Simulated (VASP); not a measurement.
# Hf3Be (I4/mmm) in VASP: notebook

Runs on Hf3Be. Level: PBE. Tasks: relaxation of cell and atoms.

All numbers are computed with VASP 6.6.1; they aren't measurements. Logs are shortened: lines on timing, memory, paths and dates and some standing lists are left out, and cuts for length are marked.

## (1) The cell of the first run

Symmetry: I4/mmm, No. 139, tetragonal system. The conventional cell has a = 4.184 Å, b = 4.184 Å, c = 8.706 Å, α = 90.00°, β = 90.00°, γ = 90.00°. Within 3.9 Å of Hf (site symmetry 4/mmm) lie 4 Be at 2.96 Å and 8 Hf at 3.02 Å. Within 3.9 Å of Hf (site symmetry -4m2) lie 8 Hf at 2.96 to 3.02 Å and 4 Be at 3.02 Å. Be (site symmetry 4/mmm) has 12 Hf at 2.96 to 3.02 Å within 3.9 Å.

## (2) Relaxation of cell and atoms, PBE, target pressure 5 GPa, at which the enthalpy is minimised

The input, INCAR:

```
SYSTEM = Hf3Be
  PREC = Accurate
  ENCUT = 600
  EDIFF = 1E-6
  ISMEAR = -1
  SIGMA = 0.05
  LREAL = .FALSE.
  LASPH = .TRUE.
  NELM = 60
  ALGO = Fast
  ISIF = 3
  LWAVE = .FALSE.
  LCHARG = .FALSE.
  GGA = PE
  IBRION = 2
  NSW = 60
  EDIFFG = -0.01
  PSTRESS = 50.0
```

The input, KPOINTS:

```
Automatic mesh
0
G
  9 9 9
  0 0 0
```

The input, POSCAR:

```
Hf3Be
1.0
   -2.0920000000      2.0920000000      4.3530460000
    2.0920000000     -2.0920000000      4.3530460000
    2.0920000000      2.0920000000     -4.3530460000
Hf Be
3 1
Direct
    0.5000000000      0.5000000000      0.0000000000
    0.2500000000      0.7500000000      0.5000000000
    0.7500000000      0.2500000000      0.5000000000
    0.0000000000      0.0000000000      0.0000000000
```

Potentials or basis: VASP PAW PBE potentials, release 64 (Hf_pv, Be).

On the command line:

```console
$ cat potpaw_PBE.64/Hf_pv/POTCAR potpaw_PBE.64/Be/POTCAR > POTCAR
$ mpirun -np 1 vasp_std > vasp.out
```

OUTCAR:

```text
SYSTEM = Hf3Be
   PREC = Accurate
   ENCUT = 600
   EDIFF = 1E-6
   ISMEAR = -1
   LREAL = .FALSE.
   LASPH = .TRUE.
   NELM = 60
   ISIF = 3
   GGA = PE
   IBRION = 2
   NSW = 60
   EDIFFG = -0.01
   PSTRESS = 50.0

 ion  position               nearest neighbor table
   1  0.500  0.500  0.000-   4 2.96   4 2.96   4 2.96   4 2.96   2 3.02   2 3.02   3 3.02   3 3.02
                             3 3.02   2 3.02   3 3.02   2 3.02
   2  0.250  0.750  0.500-   3 2.96   3 2.96   3 2.96   3 2.96   4 3.02   4 3.02   1 3.02   1 3.02
                             4 3.02   1 3.02   4 3.02   1 3.02
   3  0.750  0.250  0.500-   2 2.96   2 2.96   2 2.96   2 2.96   1 3.02   1 3.02   4 3.02   4 3.02
                             4 3.02   1 3.02   4 3.02   1 3.02
   4  0.000  0.000  0.000-   1 2.96   1 2.96   1 2.96   1 2.96   3 3.02   3 3.02   2 3.02   2 3.02
                             3 3.02   2 3.02   3 3.02   2 3.02

  LATTYP: Found a body centered tetragonal cell.
 ALAT       =     4.1840000000
 C/A-ratio  =     2.0808059273

  Lattice vectors:

 A1 = (  -2.0920000000,   2.0920000000,   4.3530460000)
 A2 = (   2.0920000000,  -2.0920000000,   4.3530460000)
 A3 = (   2.0920000000,   2.0920000000,  -4.3530460000)

Analysis of symmetry for initial positions (statically):
=====================================================================
 Subroutine PRICEL returns:
 Original cell was already a primitive cell.

 Routine SETGRP: Setting up the symmetry group for a
 body centered tetragonal supercell.

 Subroutine GETGRP returns: Found 16 space group operations
 (whereof 16 operations were pure point group operations)
 out of a pool of 16 trial point group operations.

The static configuration has the point symmetry D_4h.

Analysis of symmetry for dynamics (positions and initial velocities):
=====================================================================
 Subroutine PRICEL returns:
 Original cell was already a primitive cell.

 Routine SETGRP: Setting up the symmetry group for a
 body centered tetragonal supercell.

 Subroutine GETGRP returns: Found 16 space group operations
 (whereof 16 operations were pure point group operations)
 out of a pool of 16 trial point group operations.

The dynamic configuration has the point symmetry D_4h.

 Subroutine INISYM returns: Found 16 space group operations
 (whereof 16 operations are pure point group operations),
 and found     1 'primitive' translations

----------------------------------------------------------------------------------------

                                     Primitive cell

  volume of cell :      76.2038

  direct lattice vectors                    reciprocal lattice vectors
    -2.092000000  2.092000000  4.353046000     0.000000000  0.239005736  0.114862099
     2.092000000 -2.092000000  4.353046000     0.239005736  0.000000000  0.114862099
     2.092000000  2.092000000 -4.353046000     0.239005736  0.239005736  0.000000000

  length of vectors
     5.263263007  5.263263007  5.263263007     0.265173610  0.265173610  0.338005154

  position of ions in fractional coordinates (direct lattice)
     0.500000000  0.500000000  0.000000000
     0.250000000  0.750000000  0.500000000
     0.750000000  0.250000000  0.500000000
     0.000000000  0.000000000  0.000000000

  ion indices of the primitive-cell ions
   primitive index   ion index
                 1           1
                 2           2
                 3           3
                 4           4

----------------------------------------------------------------------------------------

 KPOINTS: Automatic mesh

Automatic generation of k-mesh.
 Grid dimensions read from file:
 generate k-points for:    9    9    9

 Generating k-lattice:

  Cartesian coordinates                     Fractional coordinates (reciprocal lattice)
     0.000000000  0.026556193  0.012762455     0.111111111  0.000000000 -0.000000000
     0.026556193  0.000000000  0.012762455     0.000000000  0.111111111 -0.000000000
     0.026556193  0.026556193  0.000000000     0.000000000  0.000000000  0.111111111

  Length of vectors
     0.029463734  0.029463734  0.037556128

  Shift w.r.t. Gamma in fractional coordinates (k-lattice)
     0.000000000  0.000000000  0.000000000

 Subroutine IBZKPT returns following result:
 ===========================================

 Found     75 irreducible k-points:

 Following reciprocal coordinates:
            Coordinates               Weight
  0.000000  0.000000  0.000000      1.000000
  0.111111 -0.000000  0.000000      8.000000
  0.222222  0.000000  0.000000      8.000000
  0.333333  0.000000 -0.000000      8.000000
  0.444444  0.000000  0.000000      8.000000
  0.111111  0.111111  0.000000      8.000000
[... 16 lines left out ...]
 -0.333333  0.333333  0.000000      4.000000
  0.444444  0.444444  0.000000      8.000000
 [... further k-points ...]
   k-points           NKPTS =     75   k-points in BZ     NKDIM =     75   number of bands    NBANDS=     20
   number of dos      NEDOS =    301   number of ions     NIONS =      4
   total plane-waves  NPLWV =  74088
   dimension x,y,z NGX =    42 NGY =   42 NGZ =   42
   dimension x,y,z NGXF=    84 NGYF=   84 NGZF=   84
   ions per type =               3   1
   NGX,Y,Z   is equivalent  to a cutoff of  13.27, 13.27, 13.27 a.u.
   NGXF,Y,Z  is equivalent  to a cutoff of  26.53, 26.53, 26.53 a.u.
 SYSTEM =  Hf3Be
   PREC   = accura    normal or accurate (medium, high low for compatibility)
   ISTART =      0    job   : 0-new  1-cont  2-samecut
   ICHARG =      2    charge: 1-file 2-atom 10-const
   ISPIN  =      1    spin polarized calculation?
   LNONCOLLINEAR =      F non collinear calculations
   LSORBIT =      F    spin-orbit coupling
   LASPH  =      T    aspherical Exc in radial PAW
   ENCUT  =  600.0 eV  44.10 Ry    6.64 a.u.  10.51 10.51 10.51*2*pi/ulx,y,z
   NELM   =     60;   NELMIN=  2; NELMDL= -5     # of ELM steps
   EDIFF  = 0.1E-05   stopping-criterion for ELM
   LREAL  =      F    real-space projection
   EDIFFG = -.1E-01   stopping-criterion for IOM
   NSW    =     60    number of steps for IOM
   IBRION =      2    ionic relax: 0-MD 1-quasi-New 2-CG
   NFREE  =      1    steps in history (QN), initial steepest desc. (CG)
   ISIF   =      3    stress and relaxation
   ISYM   =      2    0-nonsym 1-usesym 2-fastsym
   POTIM  = 0.5000    time-step for ionic-motion
   TEBEG  =    0.0;   TEEND  =   0.0 temperature during run
   PSTRESS=   50.0 pullay stress
   NELECT =      32.0000    total number of electrons
   NUPDOWN=      -1.0000    fix difference up-down
   EMIN   =  10.00;   EMAX   =-10.00  energy-range for DOS
   EFERMI =   0.00;   METHOD = LEGACY
   ISMEAR =    -1;   SIGMA  =   0.05  broadening in eV -4-tet -1-fermi 0-gaus
   EFERMI_NEDOS =   21; number of points for ismear=-14 and -15
   IALGO  =     68    algorithm
   IMIX   =      4    mixing-type and parameters
     AMIX     =   0.40;   BMIX     =  1.00
     AMIX_MAG =   1.60;   BMIX_MAG =  1.00
  volume/ion in A,a.u.               =      19.05       128.56
  Fermi-wavevector in a.u.,A,eV,Ry     =   1.225931  2.316673 20.448282  1.502906
  Thomas-Fermi vector in A             =   2.360950
   LORBIT       =      0    0 simple, 1 ext, 2 COOP (PROOUT), +10 PAW based schemes
   GGA     = PE    functional components
   LHFCALC =     F    Hartree Fock is set to
   AEXX    =    0.0000 exact exchange contribution
   IVDW    =     0    specifies the selected vdW correction
   LEPSILON=     F    determine dielectric tensor
   LRPA    =     F    only Hartree local field effects (RPA)
 conjugate gradient relaxation of ions
 non-spin polarized calculation
 RMM-DIIS sequential band-by-band and
  energy-cutoff  :      600.00
  volume of cell :       76.20
 maximum number of plane-waves:      2566
 NGX is ok and might be reduce to    42
   NGX = 21   NGY = 21   NGZ = 21

--------------------------------------- Ionic step        1  -------------------------------------------

 number of electron      32.0000002 magnetization

 Free energy of the ion-electron system (eV)
  ---------------------------------------------------
  ext. energy  EPLUGINS =         0.00000000
  ---------------------------------------------------
  free energy    TOTEN  =       -33.12881376 eV

  energy without entropy =      -33.11241896  energy(sigma->0) =      -33.12061636

------------------------ aborting loop because EDIFF is reached ----------------------------------------

  FORCE on cell =-STRESS in cart. coord.  units (eV):
  Direction    XX          YY          ZZ          XY          YZ          ZX
  --------------------------------------------------------------------------------------
  -------------------------------------------------------------------------------------
  Total       -0.2282526     -0.2282526      0.0658412      0.0000000      0.0000000      0.0000000
  in kB       -4.7989884     -4.7989884      1.3843057      0.0000000      0.0000000      0.0000000
  external PRESSURE =     -52.7378904 kB  Pullay stress =      50.0000000 kB
[... 145 lines left out ...]
  enthalpy is  TOTEN    =       -30.8109584854 eV   P V=        2.2665925922

--------------------------------------- Ionic step        5  -------------------------------------------

 number of electron      31.9999999 magnetization

 Free energy of the ion-electron system (eV)
  ---------------------------------------------------
  ext. energy  EPLUGINS =         0.00000000
  ---------------------------------------------------
  free energy    TOTEN  =       -33.07962339 eV

  energy without entropy =      -33.06431546  energy(sigma->0) =      -33.07196942

 E-fermi :   4.9285     XC(G=0): -11.3378

 val. band max:        4.9183630330   @ k =   0.1111  -0.0000   0.0000
 cond. band min:       4.9300515439   @ k =  -0.3333   0.3333   0.1111
 fundamental gap:      0.0116885109
 Fermi energy:         4.9284759793

 k-point     1 :       0.0000    0.0000    0.0000
  band No.  band energies     occupation
      1     -25.6605      2.00000
      2     -25.4987      2.00000
      3     -25.4987      2.00000
      4     -25.1928      2.00000
      5     -25.1928      2.00000
      6     -25.0126      2.00000
[... 12 lines left out ...]
     19       6.6833      0.00000
[... 513 lines left out ...]
      4     -25.2152      2.00000
      5     -25.0572      2.00000
      6     -24.8667      2.00000
[... 12 lines left out ...]
     19       6.3678      0.00000
     20       7.2883      0.00000

 [... further k-points ...]

------------------------ aborting loop because EDIFF is reached ----------------------------------------

  FORCE on cell =-STRESS in cart. coord.  units (eV):
  Direction    XX          YY          ZZ          XY          YZ          ZX
  --------------------------------------------------------------------------------------
  -------------------------------------------------------------------------------------
  Total        2.2591164      2.2591164      2.2932466      0.0000000     -0.0000000      0.0000000
  in kB       49.7904267     49.7904267     50.5426476      0.0000000     -0.0000000      0.0000000
  external PRESSURE =       0.0411670 kB  Pullay stress =      50.0000000 kB
[... 19 lines left out ...]
  FREE ENERGIE OF THE ION-ELECTRON SYSTEM (eV)
  ---------------------------------------------------
  free  energy   TOTEN  =       -33.0796233857 eV

  energy  without entropy=      -33.0643154633  energy(sigma->0) =      -33.07196942

  enthalpy is  TOTEN    =       -30.8109981097 eV   P V=        2.2686252760

 reached required accuracy - stopping structural energy minimisation
```

It took 7.8 min on 1 thread of Intel Xeon 6975P-C (Granite Rapids), shared host; peak memory 0.35 GiB.

What came out:

- Free energy: -33.0796 eV
- Relaxed volume: 18.17 Å³/atom
- Relaxed cell: a = 5.186 Å, b = 5.186 Å, c = 5.186 Å, α = 133.25°, β = 133.25°, γ = 68.26°
- Space group after relaxing (to 0.1 Å): I4/mmm (No. 139)
- Energy change on relaxing (the run minimises the enthalpy): +12.3 meV/atom
- Ionic steps: 5
- Pressure after relaxing: 5.0 GPa
- Band gap on the k mesh: zero (bands 16 and 17 overlap by 0.65 eV)

Step by step:
| step | energy change (eV) | largest force (eV/Å) | pressure (GPa) | volume (Å³) |
| --- | --- | --- | --- | --- |
| 1 | 0.0000 | 0.0000 | -0.27 | 76.20 |
| 2 | 0.2054 | 0.0000 | 10.88 | 69.49 |
| 3 | 0.0491 | 0.0000 | 4.96 | 72.70 |
| 4 | 0.0513 | 0.0000 | 5.06 | 72.63 |
| 5 | 0.0492 | 0.0000 | 5.00 | 72.69 |

Final structure:
```
Hf Be
1.0
    -2.05756    2.05756    4.29279
     2.05756   -2.05756    4.29279
     2.05756    2.05756   -4.29279
Hf Be
3 1
Direct
  0.50000 0.50000 0.00000
  0.25000 0.75000 0.50000
  0.75000 0.25000 0.50000
  0.00000 0.00000 0.00000
```

Caveat: the cell is relaxed towards a set pressure, so the run minimises the enthalpy, not the energy; spin-orbit coupling is left out, which moves the levels of the heavy elements.

## (3) Relaxation of cell and atoms, PBE, target pressure 10 GPa, at which the enthalpy is minimised

The input, INCAR:

```
SYSTEM = Hf3Be
PREC     = Accurate       ! precision mode
ENCUT    = 600            ! plane-wave cutoff, eV
EDIFF    = 1E-7           ! SCF threshold, eV
ISMEAR   = -1             ! smearing method
SIGMA    = 0.05           ! smearing width, eV
LREAL    = .False.        ! projectors in reciprocal space
LASPH    = .True.         ! aspherical terms in the spheres
NELM     = 60             ! most SCF steps
ALGO     = Fast           ! electronic algorithm
ISIF     = 3              ! what is computed and relaxed
LWAVE    = .False.        ! write WAVECAR
LCHARG   = .False.        ! write CHGCAR
GGA      = PE             ! functional
IBRION   = 2              ! ionic algorithm
NSW      = 60             ! ionic steps
EDIFFG   = -0.01          ! ionic threshold
PSTRESS  = 100.0
```

The input, KPOINTS:

```
Automatic mesh
0
Gamma
  9 9 9
  0 0 0
```

POSCAR is that of step 2.

Potentials or basis: VASP PAW PBE potentials, release 64 (Hf_pv, Be).

On the command line:

```console
$ cat potpaw_PBE.64/Hf_pv/POTCAR potpaw_PBE.64/Be/POTCAR > POTCAR
$ mpirun -np 1 vasp_std > vasp.out
```

Wall time 7.4 min (1 thread of Intel Xeon 6975P-C (Granite Rapids), shared host); peak memory 0.36 GiB.

The run converged. Its results:

- Free energy: -32.9508 eV
- Relaxed volume: 17.48 Å³/atom
- Relaxed cell: a = 5.117 Å, b = 5.117 Å, c = 5.117 Å, α = 133.22°, β = 133.22°, γ = 68.31°
- Space group after relaxing (to 0.1 Å): I4/mmm (No. 139)
- Energy change on relaxing (the run minimises the enthalpy): +44.5 meV/atom
- Ionic steps: 4
- Pressure after relaxing: 10.0 GPa
- Band gap on the k mesh: zero (bands 16 and 17 overlap by 0.68 eV)

Stress tensor (GPa, compression positive):
```
10.04  0.00  0.00
 0.00 10.04  0.00
 0.00  0.00  9.94
```

Step by step:
```tsv
step	energy change (eV)	largest force (eV/Å)	pressure (GPa)	volume (Å³)
1	0.0000	0.0000	-0.27	76.20
2	0.8677	0.0000	25.55	63.51
3	0.1706	0.0000	9.77	70.03
4	0.1780	0.0000	10.01	69.91
```

Final structure:
```
Hf Be
1.0
    -2.03159    2.03159    4.23476
     2.03159   -2.03159    4.23476
     2.03159    2.03159   -4.23476
Hf Be
3 1
Direct
  0.50000 0.50000 0.00000
  0.25000 0.75000 0.50000
  0.75000 0.25000 0.50000
  0.00000 0.00000 0.00000
```

Levels at points of the mesh, in eV from the Fermi level:
```tsv
k point	band 13	band 14	band 15	band 16	band 17	band 18	band 19	band 20
(0.00, 0.00, 0.00)	-1.64	-1.10	-1.10	0.05	0.86	0.86	1.92	3.31
```

Caveat: the cell is relaxed towards a set pressure, so the run minimises the enthalpy, not the energy; spin-orbit coupling is left out, which moves the levels of the heavy elements.

The gap in the log of VASP goes by the Fermi energy; the results here count the filled bands.